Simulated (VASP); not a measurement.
Input of a VASP 6.6.1 run:

The input INCAR:

```
PREC = Accurate
ENCUT = 690
EDIFF = 1E-7
ISMEAR = 0
SIGMA = 0.1
LREAL = F
LASPH = T
NELM = 120
ALGO = Normal
ISIF = 3
LWAVE = F
LCHARG = F
GGA = PE
IBRION = 2
NSW = 90
EDIFFG = -0.04
GGA_COMPAT = F
NELMIN = 4
```

The input KPOINTS:

```
Automatic mesh
0
Gamma
  4 6 4
```

Contents of POSCAR:

```
CoSi
1.0
    3.9971157174      0.0000000000      0.0000000000
    0.0000000000      2.6451501071      0.0000000000
    0.0000000000      0.0000000000      4.0810887367
Co Si
2 2
Direct
    0.7500000000      0.0000000000      0.6870000000
    0.2500000000      0.0000000000      0.3130000000
    0.7500000000      0.5000000000      0.1880000000
    0.2500000000      0.5000000000      0.8120000000
```

Potentials or basis: VASP PAW PBE potentials, release 64 (Co_sv, Si).

The run is started by

```console
$ cat potpaw_PBE.64/Co_sv/POTCAR potpaw_PBE.64/Si/POTCAR > POTCAR
$ mpirun -np 1 vasp_std > vasp.out
```

Q: What does it give for the band gap on the k mesh?

A: Zero (bands 21 and 22 overlap by 1.52 eV).

Q: Predict the relaxed cell.

A: a = 4.021 Å, b = 2.609 Å, c = 4.077 Å, α = 90.00°, β = 90.00°, γ = 90.00°.

Q: What does it give for the space group after relaxing (to 0.1 Å)?

A: Pmma (No. 51).

Final structure:
```xyz
4
Lattice="4.0208 0.0000 0.0000 0.0000 2.6089 0.0000 0.0000 0.0000 4.0765" Properties=species:S:1:pos:R:3 pbc="T T T"
Co    3.0156    0.0000    2.9348
Co    1.0052    0.0000    1.1418
Si    3.0156    1.3045    0.9209
Si    1.0052    1.3045    3.1556
```

Caveat: the k points lie up to 0.40 Å⁻¹ apart in the final cell, too coarse for converged energies and pressures of a metal. Spin polarisation is off, so any magnetic state and its effect on volume and gap are missing.
